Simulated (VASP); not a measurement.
# CaAl35N35 (a cell with a defect) in VASP: notebook

The runs below take CaAl35N35 (a cell with a defect) through single point, with PBE.

Everything below comes from runs of VASP 6.6.1. Logs are shortened: lines on timing, memory, paths and dates and some standing lists are left out, and cuts for length are marked.

### Step 1. The cell of the first run

The cell holds a defect, 71 atoms: a = 9.389 Å, b = 9.389 Å, c = 10.035 Å, α = 90.00°, β = 90.00°, γ = 120.00°.

### Step 2. Single point, PBE

Input file INCAR:

```
PREC = Accurate
ENCUT = 520
EDIFF = 1E-6
ISMEAR = -1
SIGMA = 0.01
LREAL = Auto
LASPH = True
NELM = 100
ALGO = Normal
ISIF = 2
LWAVE = False
LCHARG = False
GGA = PE
NBANDS = 186
NELECT = 288.0
```

Input file KPOINTS:

```
Automatic mesh
0
Gamma
  1 1 1
  0.25 0.25 0.25
```

Input file POSCAR:

```
CaAl35N35
1.0
    9.3892708692      0.0000000866      0.0000000000
   -4.6946355096      8.1313470524      0.0000000000
    0.0000000000      0.0000000000     10.0348065929
Al N Ca
35 35 1
Direct
    0.2262079645      0.1125878673      0.2487281000
    0.0832164198      0.1680598048      0.5193407847
    0.2286705065      0.1102248541      0.7531115728
    0.1054370293      0.2084280024      0.9973411759
    0.2239470022      0.4446368874      0.1753831986
    0.0821214633      0.5805917730      0.5195449271
    0.2240633944      0.4445796040      0.7636741202
    0.1054963802      0.5623638094      0.9973572061
    0.2261421164      0.7788825272      0.2486253768
    0.1141373055      0.8897354360      0.4985857540
    0.2288211193      0.7837448894      0.7530336672
    0.1124136369      0.8888640599      1.0023042503
    0.5569303759      0.1113627474      0.2506749847
    0.4513560637      0.2237591579      0.5015703703
    0.5570514072      0.1112732028      0.7513852977
    0.4478378902      0.2221870752      1.0008258300
    0.5603079064      0.4424166070      0.2485703309
    0.5562507160      0.4450317176      0.7507717812
    0.4590535640      0.5624437423      0.9928309715
    0.5609794749      0.7841538811      0.2481848600
    0.4518097820      0.8942304344      0.5016101757
    0.5564571832      0.7768279301      0.7509913831
    0.4478383123      0.8913390577      1.0008690748
    0.8902211218      0.1112144429      0.2498741513
    0.7766871306      0.2209256388      0.5015314170
    0.8831879611      0.1078217933      0.7534964275
    0.7777064733      0.2214728171      1.0023481833
    0.8899954129      0.4442115343      0.2497990348
    0.7701042643      0.5544853139      0.4993571961
    0.8829614917      0.4401571003      0.7534958632
    0.7800545766      0.5567442026      1.0010701793
    0.8910735342      0.7780893548      0.2496937847
    0.7713115554      0.8814223211      0.4996521084
    0.8903321331      0.7775763793      0.7501436284
    0.7802669420      0.8887034935      1.0009773990
    0.2258116458      0.1144574202      0.4411547146
    0.1115547296      0.2188043260      0.1898153968
    0.2245994347      0.1098353221      0.9408219419
    0.1128470619      0.2233603157      0.6968061084
    0.1114641002      0.5575633131      0.1896938002
    0.2207810551      0.4433675555      0.9610155420
    0.1128554559      0.5539736871      0.6963470819
    0.2259298597      0.7766949398      0.4412197934
    0.1143183442      0.8895308250      0.1929880606
    0.2246778844      0.7806180853      0.9407211305
    0.1137743982      0.8890777889      0.6885170813
    0.5569143469      0.1118060679      0.4408468776
    0.4457946075      0.2209982969      0.1896123940
    0.5577398803      0.1119076117      0.9407895928
    0.4469546951      0.2223748391      0.6913438233
    0.5606240273      0.4352565184      0.4346201280
    0.4496422122      0.5576638509      0.1918827152
    0.5599754701      0.4433428483      0.9418286639
    0.4402276686      0.5527007144      0.7095574493
    0.5628148173      0.7938273099      0.4344696598
    0.4458263950      0.8899877315      0.1896638471
    0.5601521014      0.7829443915      0.9420407116
    0.4470924778      0.8895589587      0.6913251604
    0.8895061726      0.1118652698      0.4408870604
    0.7803227210      0.2225247944      0.1924186193
    0.8878258931      0.1102282887      0.9410410070
    0.7788376729      0.2216258274      0.6908904637
    0.8887280774      0.4429548099      0.4407530919
    0.7824037033      0.5569327021      0.1902182139
    0.8877696317      0.4432844557      0.9409794345
    0.7799846002      0.5556756952      0.6895159384
    0.8920353634      0.7787302531      0.4411820614
    0.7828614777      0.8905787128      0.1900376301
    0.8916488694      0.7786593448      0.9404068680
    0.7800943095      0.8888191829      0.6897837751
    0.3961696053      0.5328015941      0.4806573234
```

Potentials or basis: VASP PAW PBE potentials, release 64 (Al, N, Ca_sv).

Launch:

```
$ cat potpaw_PBE.64/Al/POTCAR potpaw_PBE.64/N/POTCAR potpaw_PBE.64/Ca_sv/POTCAR > POTCAR
$ mpirun -np 1 vasp_std > vasp.out
```

OUTCAR:

```text
PREC = Accurate
   ENCUT = 520
   EDIFF = 1E-6
   ISMEAR = -1
   LREAL = Auto
   LASPH = True
   NELM = 100
   ISIF = 2
   GGA = PE
   NELECT = 288.0

 ion  position               nearest neighbor table
   1  0.226  0.113  0.249-  48 1.88  37 1.89  44 1.90  36 1.93  12 3.07  16 3.07   4 3.08  10 3.09
                            13 3.11  17 3.12  14 3.13   9 3.13  32 3.14  24 3.15   2 3.19   5 3.21
   2  0.083  0.168  0.519-  59 1.80  36 1.83  39 1.84  10 2.78  33 2.82  26 2.88   3 2.90  24 3.15
                            25 3.16   1 3.19  14 3.23  71 3.23   7 3.33
   3  0.229  0.110  0.753-  50 1.88  38 1.88  46 1.91  39 1.95   2 2.90   4 3.04  16 3.06  11 3.07
                            15 3.08  12 3.08  14 3.11  18 3.11  10 3.12  34 3.15   7 3.16  26 3.23
   4  0.105  0.208  0.997-  61 1.86  38 1.86  37 1.93  41 1.94   5 2.62  35 3.03   7 3.03  12 3.03
                             3 3.04  26 3.04   1 3.08  24 3.08  27 3.14  16 3.15  19 3.32   8 3.32
   5  0.224  0.445  0.175-  40 1.84  37 1.84  52 1.84  41 2.15   8 2.62   4 2.62  19 2.65   9 3.21
                             1 3.21  24 3.22  28 3.22  17 3.25  20 3.26
   6  0.082  0.581  0.520-  63 1.80  43 1.83  42 1.83  10 2.77  29 2.82  30 2.88  11 2.90  28 3.15
                            25 3.16   9 3.19  71 3.22  21 3.25   7 3.33
   7  0.224  0.445  0.764-  54 1.84  42 1.92  39 1.92  41 1.98  19 2.99   4 3.03   8 3.03  18 3.12
                            22 3.12   3 3.16  11 3.16  71 3.17  26 3.18  30 3.18   2 3.33   6 3.33
   8  0.105  0.562  0.997-  65 1.86  45 1.87  40 1.93  41 1.94   5 2.62  31 3.03   7 3.03  12 3.03
                            11 3.04  30 3.05   9 3.08  28 3.08  27 3.14  23 3.15  19 3.32   4 3.32
   9  0.226  0.779  0.249-  56 1.88  44 1.89  40 1.89  43 1.93  12 3.07  23 3.07   8 3.08  10 3.09
[... 43 lines left out ...]
  31  0.780  0.557  0.001-  53 1.89  65 1.90  64 1.90  69 1.90   8 3.03  19 3.04  30 3.06  17 3.06
                            32 3.08  28 3.08  34 3.09  18 3.10  35 3.12  12 3.12  16 3.13  27 3.14
  32  0.891  0.778  0.250-  68 1.89  64 1.89  44 1.90  67 1.92  12 3.07  31 3.08  35 3.08  10 3.09
                            33 3.10  29 3.10  20 3.13  17 3.13  28 3.13  24 3.13   9 3.14   1 3.14
  33  0.771  0.881  0.500-  55 1.82  70 1.91  67 1.91  59 1.96   2 2.82  20 3.05  21 3.06  29 3.06
                            22 3.07  32 3.10  34 3.10  24 3.13  26 3.14  25 3.16  10 3.18
  34  0.890  0.778  0.750-  70 1.90  66 1.90  69 1.91  46 1.92  31 3.09  35 3.09  33 3.10  29 3.10
                            12 3.11  10 3.11  18 3.13  22 3.13  30 3.13  26 3.14  11 3.15   3 3.15
  35  0.780  0.889  0.001-  57 1.89  68 1.90  61 1.90  69 1.90   4 3.03  19 3.04  20 3.06  26 3.06
                            32 3.08  24 3.08  34 3.09  22 3.10  31 3.12  12 3.12  23 3.13  27 3.14
  36  0.226  0.114  0.441-   2 1.83  10 1.92   1 1.93  14 1.93
  37  0.112  0.219  0.190-   5 1.84   1 1.89  24 1.90   4 1.93
  38  0.225  0.110  0.941-   4 1.86   3 1.88  12 1.90  16 1.91
  39  0.113  0.223  0.697-   2 1.84   7 1.92   3 1.95  26 1.95
  40  0.111  0.558  0.190-   5 1.84   9 1.89  28 1.90   8 1.93
  41  0.221  0.443  0.961-   8 1.94   4 1.94  19 1.96   7 1.98   5 2.15
  42  0.113  0.554  0.696-   6 1.83   7 1.92  11 1.95  30 1.96
  43  0.226  0.777  0.441-   6 1.83  10 1.92   9 1.93  21 1.93
  44  0.114  0.890  0.193-   9 1.89   1 1.90  32 1.90  12 1.91
  45  0.225  0.781  0.941-   8 1.87  11 1.88  12 1.90  23 1.91
  46  0.114  0.889  0.689-  11 1.91  10 1.91   3 1.91  34 1.92
  47  0.557  0.112  0.441-  14 1.87  21 1.87  25 1.89  13 1.91
[... 21 lines left out ...]
  69  0.892  0.779  0.940-  12 1.90  35 1.90  31 1.90  34 1.91
  70  0.780  0.889  0.690-  26 1.89  34 1.90  33 1.91  22 1.92
  71  0.396  0.533  0.481-  55 2.20  51 2.20  54 2.32  20 3.12  17 3.13   7 3.17  21 3.17  14 3.20
                             6 3.22   2 3.23

  LATTYP: Found a hexagonal cell.
 ALAT       =     9.3892708692
 C/A-ratio  =     1.0687524870

  Lattice vectors:

[... 43 lines left out ...]
   TEBEG  =    0.0;   TEEND  =   0.0 temperature during run
   PSTRESS=    0.0 pullay stress
   NELECT =     288.0000    total number of electrons
   NUPDOWN=      -1.0000    fix difference up-down
   EMIN   =  10.00;   EMAX   =-10.00  energy-range for DOS
   EFERMI =   0.00;   METHOD = LEGACY
   ISMEAR =    -1;   SIGMA  =   0.01  broadening in eV -4-tet -1-fermi 0-gaus
   EFERMI_NEDOS =   21; number of points for ismear=-14 and -15
   IALGO  =     38    algorithm
   IMIX   =      4    mixing-type and parameters
     AMIX     =   0.40;   BMIX     =  1.00
     AMIX_MAG =   1.60;   BMIX_MAG =  1.00
  volume/ion in A,a.u.               =      10.79        72.82
  Fermi-wavevector in a.u.,A,eV,Ry     =   1.181511  2.232733 18.993310  1.395969
  Thomas-Fermi vector in A             =   2.317783
   LORBIT       =      0    0 simple, 1 ext, 2 COOP (PROOUT), +10 PAW based schemes
   GGA     = PE    functional components
   LHFCALC =     F    Hartree Fock is set to
   AEXX    =    0.0000 exact exchange contribution
   IVDW    =     0    specifies the selected vdW correction
   LEPSILON=     F    determine dielectric tensor
   LRPA    =     F    only Hartree local field effects (RPA)
 non-spin polarized calculation
  energy-cutoff  :      520.00
  volume of cell :      766.13
 maximum number of plane-waves:     20622
 NGX is ok and might be reduce to    70
   NGX = 35   NGY = 35   NGZ = 37

 number of electron     287.9999973 magnetization

 Free energy of the ion-electron system (eV)
  ---------------------------------------------------
  ext. energy  EPLUGINS =         0.00000000
  ---------------------------------------------------
  free energy    TOTEN  =      -535.50725809 eV

  energy without entropy =     -535.50725809  energy(sigma->0) =     -535.50725809

 E-fermi :   6.3402     XC(G=0): -10.7487

 val. band max:        6.0106866621   @ k =   0.5000  -0.2500   0.2500
 cond. band min:       8.0593528519   @ k =   0.5000  -0.2500   0.2500
 fundamental gap:      2.0486661898
 Fermi energy:         6.3402286657

 k-point     1 :       0.2500    0.2500    0.2500
  band No.  band energies     occupation
      1     -32.2202      2.00000
      2     -13.5110      2.00000
      3     -13.4410      2.00000
      4     -13.3618      2.00000
      5      -9.0008      2.00000
      6      -8.7240      2.00000
[... 943 lines left out ...]
    155      11.6485      0.00000
    156      11.6961      0.00000
 [bands above 156 left out]

------------------------ aborting loop because EDIFF is reached ----------------------------------------

  FORCE on cell =-STRESS in cart. coord.  units (eV):
  Direction    XX          YY          ZZ          XY          YZ          ZX
  --------------------------------------------------------------------------------------
  -------------------------------------------------------------------------------------
  Total       -5.2808612     -5.1990925     -7.3859336     -1.3141897     -0.5326952     -0.5749716
  in kB      -11.0436330    -10.8726336    -15.4458782     -2.7483072     -1.1140021     -1.2024129
  external PRESSURE =     -12.4540483 kB  Pullay stress =       0.0000000 kB

 VOLUME and BASIS-vectors are now :
 -----------------------------------------------------------------------------
  energy-cutoff  :      520.00
  volume of cell :      766.13
      direct lattice vectors                 reciprocal lattice vectors
     9.389270869  0.000000087  0.000000000     0.106504542  0.061490427  0.000000000
    -4.694635510  8.131347052  0.000000000    -0.000000001  0.122980853  0.000000000
     0.000000000  0.000000000 10.034806593     0.000000000  0.000000000  0.099653141

 POSITION                                       TOTAL-FORCE (eV/Angst)
 -----------------------------------------------------------------------------------
      1.59537      0.91549      2.49594         0.018498     -0.021392     -0.014343
     -0.00764      1.36655      5.21148        -0.032900     -0.025715      0.011056
      1.62958      0.89628      7.55733         0.035864     -0.021497      0.003727
      0.01148      1.69480     10.00813        -0.026601      0.020483      0.007799
      0.01529      3.61550      1.75994         0.038187     -0.019587     -0.004089
     -1.95461      4.72099      5.21353        -0.020073      0.015896     -0.026818
[... 63 lines left out ...]
      3.15183      7.22730      6.92185        -0.029635      0.022753     -0.001781
      1.21843      4.33239      4.82330        -0.024487     -0.063843      0.016659
 -----------------------------------------------------------------------------------
    total drift:                               -0.019526     -0.007769      0.042350

  FREE ENERGIE OF THE ION-ELECTRON SYSTEM (eV)
  ---------------------------------------------------
  free  energy   TOTEN  =      -535.5072580860 eV

  energy  without entropy=     -535.5072580860  energy(sigma->0) =     -535.50725809
```

Wall time 30 min (1 thread of Intel Xeon Platinum 8259CL at 2.50GHz (Skylake/Cascade Lake), shared host); peak memory 1.1 GiB.

What came out:

| Quantity | Value |
| --- | --- |
| Free energy | -535.5073 eV |
| Largest force | 0.131 eV/Å |

Forces on the atoms (eV/Å):
```
Al   0.018 -0.021 -0.014
Al  -0.033 -0.026  0.011
Al   0.036 -0.021  0.004
Al  -0.027  0.020  0.008
Al   0.038 -0.020 -0.004
Al  -0.020  0.016 -0.027
Al   0.026 -0.004  0.006
Al  -0.029  0.018 -0.010
Al   0.035 -0.016  0.005
Al  -0.013 -0.005 -0.002
Al   0.034 -0.021 -0.001
Al  -0.022  0.015  0.003
Al   0.031 -0.023  0.007
Al  -0.007  0.003  0.005
Al   0.026 -0.016  0.000
Al  -0.027  0.015 -0.001
Al   0.017 -0.005 -0.009
Al   0.028 -0.016 -0.001
Al  -0.030  0.013  0.015
Al   0.028 -0.014  0.034
Al  -0.001 -0.002 -0.009
Al   0.023 -0.024 -0.004
Al  -0.026  0.017  0.006
Al   0.025 -0.021  0.009
Al  -0.021  0.004  0.001
Al   0.009 -0.013  0.011
Al  -0.022  0.012  0.001
Al   0.027 -0.015  0.005
Al  -0.036  0.016 -0.006
Al   0.029 -0.015 -0.001
Al  -0.028  0.010  0.000
Al   0.014 -0.007 -0.003
Al  -0.035  0.012  0.004
Al   0.018 -0.017  0.001
Al  -0.026  0.016  0.005
N    0.011 -0.008  0.007
N   -0.024  0.030 -0.016
N    0.045 -0.028  0.000
N   -0.028  0.023 -0.034
N   -0.053  0.032  0.028
N    0.040 -0.025 -0.018
N   -0.033  0.017  0.015
N    0.019 -0.019  0.004
N   -0.034  0.027 -0.007
N    0.029 -0.025  0.008
N   -0.044  0.031 -0.006
N    0.015 -0.021 -0.007
N   -0.040  0.025  0.000
N    0.032 -0.022 -0.003
N   -0.042  0.019  0.005
N    0.131 -0.003  0.008
N   -0.035  0.004 -0.027
N    0.055 -0.030  0.010
N   -0.041  0.027  0.031
N   -0.013  0.027 -0.043
N   -0.045  0.024 -0.008
N    0.037 -0.024 -0.015
N   -0.041  0.022  0.005
N    0.034  0.011  0.000
N   -0.037  0.027  0.000
N    0.038 -0.012 -0.011
N   -0.034  0.028 -0.003
N    0.023  0.006  0.001
N   -0.036  0.018 -0.002
N    0.039 -0.007  0.003
N   -0.043  0.025  0.003
N    0.053 -0.017  0.005
N   -0.029  0.017  0.001
N    0.044 -0.023 -0.001
N   -0.030  0.023 -0.002
Ca  -0.024 -0.064  0.017
```

Levels at points of the mesh, in eV from the Fermi level:
| k point | band 142 | band 143 | band 144 | band 145 | band 146 | band 147 |
| --- | --- | --- | --- | --- | --- | --- |
| (0.25, 0.25, 0.25) | -0.68 | -0.46 | -0.33 | 1.72 | 3.68 | 3.89 |

Caveat: the cell carries a net charge on a neutralising background, which shifts energy and pressure; the cell is charged against a uniform background, so pressure and absolute levels hang on convention.

(Continued in part 2 of 2.)
